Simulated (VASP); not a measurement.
Write the native input for VASP 6.6.1 that does the following.

```
Task                   : electric field gradients
Functional             : r2SCAN
Potentials or basis    : VASP PAW PBE potentials, release 64 (Hf_pv, O)
Cutoff                 : 520 eV
k mesh                 : 5 × 5 × 5
Occupations            : fermi-dirac, width 0.02 eV
Spin                   : no spin polarisation
Dipole correction      : no
Further INCAR settings : ALGO = Normal; EDIFF = 1e-08; NBANDS = 56
```

Crystal: HfO2.

```
Hf O
1.0
     5.11800    0.00000    0.00000
     0.00000    5.18570    0.00000
    -0.85866    0.00000    5.21387
Hf O
4 8
Direct
  0.27670 0.04188 0.20813
  0.72330 0.54188 0.29187
  0.72330 0.95812 0.79187
  0.27670 0.45812 0.70813
  0.44655 0.75838 0.48027
  0.55345 0.25838 0.01973
  0.55345 0.24162 0.51973
  0.44655 0.74162 0.98027
  0.07264 0.33925 0.33895
  0.92736 0.83925 0.16105
  0.92736 0.66075 0.66105
  0.07264 0.16075 0.83895
```

The input as run:

POSCAR

```
HfO2
1.0
    5.1180000000      0.0000000000      0.0000000000
    0.0000000000      5.1857000000      0.0000000000
   -0.8586630598      0.0000000000      5.2138671406
Hf O
4 8
Direct
    0.2767005635      0.0418826006      0.2081301438
    0.7232994365      0.5418826006      0.2918698562
    0.7232994365      0.9581173994      0.7918698562
    0.2767005635      0.4581173994      0.7081301438
    0.4465506246      0.7583829787      0.4802694342
    0.5534493754      0.2583829787      0.0197305658
    0.5534493754      0.2416170213      0.5197305658
    0.4465506246      0.7416170213      0.9802694342
    0.0726412681      0.3392495111      0.3389486831
    0.9273587319      0.8392495111      0.1610513169
    0.9273587319      0.6607504889      0.6610513169
    0.0726412681      0.1607504889      0.8389486831
```

INCAR.step1

```
ALGO = Normal ; EDIFF = 1E-4
ENCUT = 520 ; GGA = PE
ISMEAR = -1 ; LASPH = T
LCHARG = F ; LREAL = F
LWAVE = T ; NBANDS = 56
NELM = 100 ; PREC = Accurate
SIGMA = 0.02
```

INCAR.step2

```
ALGO = Normal ; EDIFF = 1E-8
ENCUT = 520 ; ISIF = 2
ISMEAR = -1 ; ISTART = 1
LASPH = T ; LCHARG = F
LEFG = T ; LMIXTAU = T
LREAL = F ; LWAVE = F
METAGGA = R2SCAN ; NBANDS = 56
NELM = 100 ; PREC = Accurate
SIGMA = 0.02
```

KPOINTS

```
k-points
0
Gamma
  5 5 5
```

Potentials or basis: VASP PAW PBE potentials, release 64 (Hf_pv, O).

Run with:

```bash
$ cat potpaw_PBE.64/Hf_pv/POTCAR potpaw_PBE.64/O/POTCAR > POTCAR
$ cp INCAR.step1 INCAR
$ mpirun -np 1 vasp_std > vasp.out
$ cp INCAR.step2 INCAR
$ mpirun -np 1 vasp_std > vasp.out
```

Results of the run:

```yaml
Pressure: -4.1 GPa
Largest_force: 0.186 eV/Å
Band_gap_on_the_k_mesh: 4.58 eV, indirect (least direct gap 4.64 eV)
```

Caveat: without QUAD_EFG the Cq values of the log hold for a quadrupole moment of 1 mb, not for the nuclei; the PAW data sets were made with another functional, which shifts forces and pressure a little; spin-orbit coupling is left out, which moves the levels of the heavy elements.

Run time: 9.2 min on 1 thread of Intel(R) Xeon(R) 6975P-C (Granite Rapids), on a shared host, peak memory 0.39 GiB.
